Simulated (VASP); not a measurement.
Here is a VASP 6.6.1 calculation.

File INCAR:

```
SYSTEM = Au
PREC = Accurate
ENCUT = 520
EDIFF = 1E-6
ISMEAR = 0
SIGMA = 0.1
LREAL = .FALSE.
LASPH = .TRUE.
NELM = 60
ALGO = Fast
ISIF = 2
LWAVE = .FALSE.
LCHARG = .FALSE.
GGA = PE
NBANDS = 18
```

KPOINTS

```
regular mesh
0
G
  18 18 12
  0 0 0
```

File POSCAR:

```
Au
1.0
    2.0789480791      2.0789480791      0.0000000000
   -2.0789480791      2.0789480791      0.0000000000
    0.0000000000      0.0000000000      4.0331592735
Au
2
Direct
    0.0000000000      0.0000000000      0.0000000000
    0.5000000000      0.5000000000      0.5000000000
```

Potentials or basis: VASP PAW PBE potentials, release 64 (Au).

Launch:

```sh
$ cat potpaw_PBE.64/Au/POTCAR > POTCAR
$ mpirun -np 1 vasp_std > vasp.out
```

(1) Estimate the band gap on the k mesh.

(2) What does it give for the pressure?

## Answers

(1) zero (bands 11 and 12 overlap by 7.07 eV).

(2) 4.5 GPa.

Caveat: the cell differs from its parent crystal (strain along c alone, the other axes held: -3.0 %); the cell stands under pressure; spin-orbit coupling is left out, which moves the levels of the heavy elements.
